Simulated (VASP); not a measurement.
# BeTe (a.bB): single point with PBEsol

Crystal: BeTe (a.bB).

```
Be Te
1.0
     0.00000    2.80249    2.80249
     2.80249    0.00000    2.80249
     2.80249    2.80249    0.00000
Be Te
1 1
Direct
  0.00000 0.00000 0.00000
  0.25000 0.25000 0.25000
```

```json
{"Program": "VASP 6.6.1", "Task": "single point", "Functional": "PBEsol", "Potentials or basis": "VASP PAW PBE potentials, release 64 (Be, Te)", "Cutoff": "600 eV", "k mesh": "8 × 8 × 8", "Occupations": "gaussian, width 0.02 eV", "Spin": "no spin polarisation", "Dipole correction": "no", "Further INCAR settings": "ALGO = Normal; EDIFF = 1e-06; NBANDS = 11"}
```

```
Pressure               : 0.3 GPa
Band gap on the k mesh : 1.82 eV, indirect (least direct gap 3.59 eV)
```

Levels at points of the mesh, in eV from the valence-band top:
| k point | band 1 | band 2 | band 3 | band 4 | band 5 | band 6 | band 7 | band 8 |
| --- | --- | --- | --- | --- | --- | --- | --- | --- |
| (0.00, 0.00, 0.00) | -12.43 | 0.00 | 0.00 | 0.00 | 3.59 | 3.59 | 3.59 | 3.84 |
| (0.50, 0.00, 0.00) | -11.04 | -5.67 | -1.16 | -1.16 | 3.07 | 4.55 | 4.55 | 7.66 |
| (0.50, 0.50, 0.00) | -10.54 | -5.21 | -2.71 | -2.71 | 1.82 | 2.59 | 9.80 | 9.80 |

It took 12 s on 1 thread of Intel(R) Xeon(R) Platinum 8259CL CPU @ 2.50GHz (Skylake/Cascade Lake), on a shared host, peak memory 0.18 GiB.

Caveat: the PAW data sets were made with another functional, which shifts forces and pressure a little; spin-orbit coupling is left out, which moves the levels of the heavy elements. A k mesh can miss the band edges.
